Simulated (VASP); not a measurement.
# In (I4/mmm) in VASP: a series of runs

Aim: see how the results for In move with the level of theory and the settings. Levels: LDA, PBE. Tasks: single point.

Everything below comes from runs of VASP 6.6.1. Logs are shortened: lines on timing, memory, paths and dates and some standing lists are left out, and cuts for length are marked.

## (1) The cell of the first run

The structure is tetragonal, space group I4/mmm (No. 139). The conventional cell has a = 3.207 Å, b = 3.207 Å, c = 4.881 Å, α = 90.00°, β = 90.00°, γ = 90.00°. In (site symmetry 4/mmm) has 12 In at 3.21 to 3.33 Å within 4.2 Å.

## (2) Single point, LDA

File INCAR:

```
  PREC = Accurate
  ENCUT = 520
  EDIFF = 1E-7
  ISMEAR = -1
  SIGMA = 0.05
  LREAL = False
  LASPH = True
  NELM = 100
  ALGO = Normal
  ISIF = 2
  LWAVE = False
  LCHARG = False
  NBANDS = 12
```

File KPOINTS:

```
Automatic mesh
0
Gamma
  11 11 11
```

File POSCAR:

```
In
1.0
   -1.6035014962      1.6035014962      2.4402675233
    1.6035014962     -1.6035014962      2.4402675233
    1.6035014962      1.6035014962     -2.4402675233
In
1
Direct
    0.0000000000      0.0000000000      0.0000000000
```

Potentials or basis: VASP PAW LDA potentials, release 64 (In_d).

On the command line:

```console
$ cat potpaw_LDA.64/In_d/POTCAR > POTCAR
$ mpirun -np 1 vasp_std > vasp.out
```

OUTCAR:

```text
PREC = Accurate
   ENCUT = 520
   EDIFF = 1E-7
   ISMEAR = -1
   LREAL = False
   LASPH = True
   NELM = 100
   ISIF = 2

 ion  position               nearest neighbor table
   1  0.000  0.000  0.000-

  LATTYP: Found a body centered tetragonal cell.
 ALAT       =     3.2070029924
 C/A-ratio  =     1.5218367610

  Lattice vectors:

 A1 = (  -1.6035014962,   1.6035014962,   2.4402675233)
 A2 = (   1.6035014962,  -1.6035014962,   2.4402675233)
 A3 = (   1.6035014962,   1.6035014962,  -2.4402675233)

Analysis of symmetry for initial positions (statically):
=====================================================================
 Subroutine PRICEL returns:
 Original cell was already a primitive cell.

 Routine SETGRP: Setting up the symmetry group for a
 body centered tetragonal supercell.

 Subroutine GETGRP returns: Found 16 space group operations
 (whereof 16 operations were pure point group operations)
 out of a pool of 16 trial point group operations.

The static configuration has the point symmetry D_4h.

Analysis of symmetry for dynamics (positions and initial velocities):
=====================================================================
 Subroutine PRICEL returns:
 Original cell was already a primitive cell.

 Routine SETGRP: Setting up the symmetry group for a
 body centered tetragonal supercell.

 Subroutine GETGRP returns: Found 16 space group operations
 (whereof 16 operations were pure point group operations)
 out of a pool of 16 trial point group operations.

The dynamic configuration has the point symmetry D_4h.

 Subroutine INISYM returns: Found 16 space group operations
 (whereof 16 operations are pure point group operations),
 and found     1 'primitive' translations

----------------------------------------------------------------------------------------

                                     Primitive cell

  volume of cell :      25.0978

  direct lattice vectors                    reciprocal lattice vectors
    -1.603501496  1.603501496  2.440267523     0.000000000  0.311817607  0.204895568
     1.603501496 -1.603501496  2.440267523     0.311817607  0.000000000  0.204895568
     1.603501496  1.603501496 -2.440267523     0.311817607  0.311817607  0.000000000

  length of vectors
     3.331266978  3.331266978  3.331266978     0.373111798  0.373111798  0.440976689

  position of ions in fractional coordinates (direct lattice)
     0.000000000  0.000000000  0.000000000

  ion indices of the primitive-cell ions
   primitive index   ion index
                 1           1

----------------------------------------------------------------------------------------

 KPOINTS: Automatic mesh

Automatic generation of k-mesh.
 Grid dimensions read from file:
 generate k-points for:   11   11   11

 Generating k-lattice:

  Cartesian coordinates                     Fractional coordinates (reciprocal lattice)
     0.000000000  0.028347055  0.018626870     0.090909091  0.000000000  0.000000000
     0.028347055  0.000000000  0.018626870     0.000000000  0.090909091  0.000000000
     0.028347055  0.028347055  0.000000000     0.000000000  0.000000000  0.090909091

  Length of vectors
     0.033919254  0.033919254  0.040088790

  Shift w.r.t. Gamma in fractional coordinates (k-lattice)
     0.000000000  0.000000000  0.000000000

 Subroutine IBZKPT returns following result:
 ===========================================

 Found    126 irreducible k-points:

 Following reciprocal coordinates:
            Coordinates               Weight
  0.000000  0.000000  0.000000      1.000000
  0.090909  0.000000 -0.000000      8.000000
  0.181818  0.000000 -0.000000      8.000000
  0.272727  0.000000  0.000000      8.000000
  0.363636  0.000000  0.000000      8.000000
  0.454545  0.000000 -0.000000      8.000000
[... 16 lines left out ...]
 -0.272727  0.181818 -0.000000     16.000000
 -0.181818  0.181818  0.000000      4.000000
 [... further k-points ...]
   k-points           NKPTS =    126   k-points in BZ     NKDIM =    126   number of bands    NBANDS=     12
   number of dos      NEDOS =    301   number of ions     NIONS =      1
   total plane-waves  NPLWV =  21952
   dimension x,y,z NGX =    28 NGY =   28 NGZ =   28
   dimension x,y,z NGXF=    56 NGYF=   56 NGZF=   56
   ions per type =               1
   NGX,Y,Z   is equivalent  to a cutoff of  13.97, 13.97, 13.97 a.u.
   NGXF,Y,Z  is equivalent  to a cutoff of  27.95, 27.95, 27.95 a.u.
 SYSTEM =  unknown system
   PREC   = accura    normal or accurate (medium, high low for compatibility)
   ISTART =      0    job   : 0-new  1-cont  2-samecut
   ICHARG =      2    charge: 1-file 2-atom 10-const
   ISPIN  =      1    spin polarized calculation?
   LNONCOLLINEAR =      F non collinear calculations
   LSORBIT =      F    spin-orbit coupling
   LASPH  =      T    aspherical Exc in radial PAW
   ENCUT  =  520.0 eV  38.22 Ry    6.18 a.u.   6.19  6.19  6.19*2*pi/ulx,y,z
   NELM   =    100;   NELMIN=  2; NELMDL= -5     # of ELM steps
   EDIFF  = 0.1E-06   stopping-criterion for ELM
   LREAL  =      F    real-space projection
   EDIFFG = 0.1E-05   stopping-criterion for IOM
   NSW    =      0    number of steps for IOM
   IBRION =     -1    ionic relax: 0-MD 1-quasi-New 2-CG
   NFREE  =      0    steps in history (QN), initial steepest desc. (CG)
   ISIF   =      2    stress and relaxation
   ISYM   =      2    0-nonsym 1-usesym 2-fastsym
   POTIM  = 0.5000    time-step for ionic-motion
   TEBEG  =    0.0;   TEEND  =   0.0 temperature during run
   PSTRESS=    0.0 pullay stress
   NELECT =      13.0000    total number of electrons
   NUPDOWN=      -1.0000    fix difference up-down
   EMIN   =  10.00;   EMAX   =-10.00  energy-range for DOS
   EFERMI =   0.00;   METHOD = LEGACY
   ISMEAR =    -1;   SIGMA  =   0.05  broadening in eV -4-tet -1-fermi 0-gaus
   EFERMI_NEDOS =   21; number of points for ismear=-14 and -15
   IALGO  =     38    algorithm
   IMIX   =      4    mixing-type and parameters
     AMIX     =   0.40;   BMIX     =  1.00
     AMIX_MAG =   1.60;   BMIX_MAG =  1.00
  volume/ion in A,a.u.               =      25.10       169.37
  Fermi-wavevector in a.u.,A,eV,Ry     =   1.314752  2.484521 23.518667  1.728573
  Thomas-Fermi vector in A             =   2.444983
   LORBIT       =      0    0 simple, 1 ext, 2 COOP (PROOUT), +10 PAW based schemes
   GGA     = CA    functional components
   LHFCALC =     F    Hartree Fock is set to
   AEXX    =    0.0000 exact exchange contribution
   IVDW    =     0    specifies the selected vdW correction
   LEPSILON=     F    determine dielectric tensor
   LRPA    =     F    only Hartree local field effects (RPA)
 non-spin polarized calculation
  energy-cutoff  :      520.00
  volume of cell :       25.10
 maximum number of plane-waves:       689
 NGX is ok and might be reduce to    28
   NGX = 13   NGY = 13   NGZ = 13

 number of electron      12.9999999 magnetization

 Free energy of the ion-electron system (eV)
  ---------------------------------------------------
  ext. energy  EPLUGINS =         0.00000000
  ---------------------------------------------------
  free energy    TOTEN  =        -3.21570040 eV

  energy without entropy =       -3.21202492  energy(sigma->0) =       -3.21386266

 E-fermi :   7.7263     XC(G=0): -10.7258

 val. band max:        7.6863591388   @ k =  -0.4545   0.4545   0.2727
 cond. band min:       7.7277118251   @ k =   0.3636   0.2727   0.1818
 fundamental gap:      0.0413526862
 Fermi energy:         7.7262911439

 k-point     1 :       0.0000    0.0000    0.0000
  band No.  band energies     occupation
      1      -6.9784      2.00000
      2      -6.8581      2.00000
      3      -6.8581      2.00000
      4      -6.7642      2.00000
      5      -6.6481      2.00000
      6      -2.1568      2.00000
      7      18.4980      0.00000
      8      18.4980      0.00000
      9      18.6806      0.00000
     10      19.4705      0.00000
     11      22.0780      0.00000
     12      22.1894      0.00000

 k-point     2 :       0.0909    0.0000   -0.0000
  band No.  band energies     occupation
      1      -6.9644      2.00000
      2      -6.8594      2.00000
      3      -6.8437      2.00000
      4      -6.7609      2.00000
      5      -6.6539      2.00000
      6      -1.9694      2.00000
      7      16.4780      0.00000
      8      18.1792      0.00000
      9      18.2823      0.00000
     10      19.3138      0.00000
     11      22.3776      0.00000
     12      22.6669      0.00000

 k-point     3 :       0.1818    0.0000   -0.0000
  band No.  band energies     occupation
      1      -6.9433      2.00000
      2      -6.8709      2.00000
      3      -6.8142      2.00000
      4      -6.7302      2.00000
      5      -6.6596      2.00000
      6      -1.4000      2.00000
      7      13.2784      0.00000
      8      17.3059      0.00000
      9      17.8563      0.00000
     10      19.2888      0.00000
     11      21.2523      0.00000
     12      23.6860      0.00000
[... 286 lines left out ...]
 k-point    23 :      -0.2727    0.1818   -0.0000
  band No.  band energies     occupation
      1      -6.9652      2.00000
      2      -6.8219      2.00000
      3      -6.7648      2.00000
      4      -6.7356      2.00000
      5      -6.6324      2.00000
      6      -0.3745      2.00000
      7      12.5268      0.00000
      8      14.3553      0.00000
      9      15.6992      0.00000
     10      17.5125      0.00000
     11      18.4691      0.00000
     12      24.1428      0.00000

 k-point    24 :      -0.1818    0.1818    0.0000
  band No.  band energies     occupation
      1      -6.9383      2.00000
      2      -6.8296      2.00000
      3      -6.7741      2.00000
      4      -6.7682      2.00000
      5      -6.6726      2.00000
      6      -1.1023      2.00000
      7      15.0443      0.00000
      8      15.2901      0.00000
      9      16.0712      0.00000
     10      17.2799      0.00000
     11      19.4920      0.00000
     12      24.5206      0.00000

 [... further k-points ...]
[... 5 lines left out ...]
  --------------------------------------------------------------------------------------
  -------------------------------------------------------------------------------------
  Total       -0.1187939     -0.1187939     -0.1850428      0.0000000     -0.0000000      0.0000000
  in kB       -7.5834797     -7.5834797    -11.8126275      0.0000000     -0.0000000      0.0000000
  external PRESSURE =      -8.9931956 kB  Pullay stress =       0.0000000 kB

 VOLUME and BASIS-vectors are now :
 -----------------------------------------------------------------------------
  energy-cutoff  :      520.00
  volume of cell :       25.10
      direct lattice vectors                 reciprocal lattice vectors
    -1.603501496  1.603501496  2.440267523     0.000000000  0.311817607  0.204895568
     1.603501496 -1.603501496  2.440267523     0.311817607  0.000000000  0.204895568
     1.603501496  1.603501496 -2.440267523     0.311817607  0.311817607  0.000000000

 POSITION                                       TOTAL-FORCE (eV/Angst)
 -----------------------------------------------------------------------------------
      0.00000      0.00000      0.00000        -0.000000      0.000000     -0.000000
 -----------------------------------------------------------------------------------
    total drift:                               -0.000000     -0.000000     -0.000000

  FREE ENERGIE OF THE ION-ELECTRON SYSTEM (eV)
  ---------------------------------------------------
  free  energy   TOTEN  =        -3.2157004002 eV

  energy  without entropy=       -3.2120249169  energy(sigma->0) =       -3.21386266
```

It took 31 s on 1 thread of Intel Xeon Platinum 8259CL at 2.50GHz (Skylake/Cascade Lake), shared host; peak memory 0.16 GiB.

What came out:

| Quantity | Value |
| --- | --- |
| Free energy | -3.2157 eV |
| Pressure | -0.9 GPa |

Caveat: spin-orbit coupling is left out, which moves the levels of the heavy elements.

## (3) Single point, PBE

File INCAR:

```
PREC     = Accurate       # precision mode
ENCUT    = 520            # plane-wave cutoff, eV
EDIFF    = 1E-7           # SCF threshold, eV
ISMEAR   = -1             # smearing method
SIGMA    = 0.05           # smearing width, eV
LREAL    = F              # projectors in reciprocal space
LASPH    = T              # aspherical terms in the spheres
NELM     = 100            # most SCF steps
ALGO     = Fast           # electronic algorithm
ISIF     = 2              # what is computed and relaxed
LWAVE    = F              # write WAVECAR
LCHARG   = T              # write CHGCAR
GGA      = PE             # functional
LELF     = T              # ELF
LVHAR    = T            
NBANDS   = 12             # bands
```

File KPOINTS:

```
regular mesh
0
Gamma
  11 11 11
```

POSCAR is that of step 2.

Potentials or basis: VASP PAW PBE potentials, release 64 (In_d).

On the command line:

```console
$ cat potpaw_PBE.64/In_d/POTCAR > POTCAR
$ mpirun -np 1 vasp_std > vasp.out
```

It took 52 s on 1 thread of Intel Xeon Platinum 8259CL at 2.50GHz (Skylake/Cascade Lake), shared host; peak memory 0.17 GiB.

The run converged. Its results:

* Free energy: -2.5313 eV
* Pressure: 4.1 GPa

Stress tensor (GPa, compression positive):
```
4.31 0.00 0.00
0.00 4.31 0.00
0.00 0.00 3.53
```

Levels at points of the mesh, in eV from the Fermi level:
| k point | band 3 | band 4 | band 5 | band 6 | band 7 | band 8 | band 9 | band 10 |
| --- | --- | --- | --- | --- | --- | --- | --- | --- |
| (0.00, 0.00, 0.00) | -14.69 | -14.60 | -14.48 | -9.88 | 10.87 | 10.87 | 11.07 | 11.62 |

Caveat: spin-orbit coupling is left out, which moves the levels of the heavy elements.

## (4) Single point, LDA

This run uses another cell than the first one, of 25.62 Å³/atom, 1.021 times its volume.

File INCAR:

```
PREC = Accurate
ENCUT = 520
EDIFF = 1E-6
ISMEAR = -1
SIGMA = 0.05
LREAL = F
LASPH = T
NELM = 60
ALGO = Normal
ISIF = 2
LWAVE = F
LCHARG = F
GGA = CA
NBANDS = 12
```

File KPOINTS:

```
Automatic mesh
0
Gamma
  11 11 11
```

File POSCAR:

```
In
1.0
   -1.6145604767      1.6145604767      2.4570974863
    1.6145604767     -1.6145604767      2.4570974863
    1.6145604767      1.6145604767     -2.4570974863
In
1
Direct
    0.0000000000      0.0000000000      0.0000000000
```

Potentials or basis: VASP PAW LDA potentials, release 64 (In_d).

On the command line:

```console
$ cat potpaw_LDA.64/In_d/POTCAR > POTCAR
$ mpirun -np 1 vasp_std > vasp.out
```

It took 28 s on 1 thread of Intel Xeon Platinum 8259CL at 2.50GHz (Skylake/Cascade Lake), shared host; peak memory 0.16 GiB.

The run converged. Its results:

| Property | Result |
| --- | --- |
| Free energy | -3.2116 eV |
| Pressure | -1.8 GPa |

Stress tensor (GPa, compression positive):
```
-1.67  0.00  0.00
 0.00 -1.67  0.00
 0.00  0.00 -1.97
```

Levels at points of the mesh, in eV from the Fermi level:
| k point | band 2 | band 3 | band 4 | band 5 | band 6 | band 7 | band 8 | band 9 | band 10 | band 11 |
| --- | --- | --- | --- | --- | --- | --- | --- | --- | --- | --- |
| (0.00, 0.00, 0.00) | -14.56 | -14.56 | -14.47 | -14.36 | -9.73 | 10.59 | 10.59 | 10.76 | 11.71 | 14.18 |

Caveat: spin-orbit coupling is left out, which moves the levels of the heavy elements.

## (5) Single point, PBE

This run uses another cell than the first one, of 25.62 Å³/atom, 1.021 times its volume.

File INCAR:

```
SYSTEM = In
PREC     = Accurate       ! precision mode
ENCUT    = 520            ! plane-wave cutoff, eV
EDIFF    = 1E-6           ! SCF threshold, eV
ISMEAR   = -1             ! smearing method
SIGMA    = 0.05           ! smearing width, eV
LREAL    = .False.        ! projectors in reciprocal space
LASPH    = .True.         ! aspherical terms in the spheres
NELM     = 80             ! most SCF steps
ALGO     = Fast           ! electronic algorithm
ISIF     = 2              ! what is computed and relaxed
LWAVE    = .False.        ! write WAVECAR
LCHARG   = .False.        ! write CHGCAR
GGA      = PE             ! functional
NBANDS   = 12             ! bands
```

File KPOINTS:

```
regular mesh
0
Gamma
  11 11 11
  0 0 0
```

POSCAR is that of step 4.

Potentials or basis: VASP PAW PBE potentials, release 64 (In_d).

On the command line:

```console
$ cat potpaw_PBE.64/In_d/POTCAR > POTCAR
$ mpirun -np 1 vasp_std > vasp.out
```

Run time: 45 s. Hardware: 1 thread of Intel Xeon Platinum 8259CL at 2.50GHz (Skylake/Cascade Lake), shared host; peak memory 0.18 GiB.

The run converged. Its results:

| Quantity | Value |
| --- | --- |
| Free energy | -2.5429 eV |
| Pressure | 3.0 GPa |

Stress tensor (GPa, compression positive):
```
3.17 0.00 0.00
0.00 3.17 0.00
0.00 0.00 2.51
```

Levels at points of the mesh, in eV from the Fermi level:
```csv
k point,band 3,band 4,band 5,band 6,band 7,band 8,band 9,band 10
"(0.00, 0.00, 0.00)",-14.66,-14.57,-14.47,-9.73,10.69,10.69,10.88,11.58
```

Caveat: spin-orbit coupling is left out, which moves the levels of the heavy elements.

(Continued in part 2 of 2.)
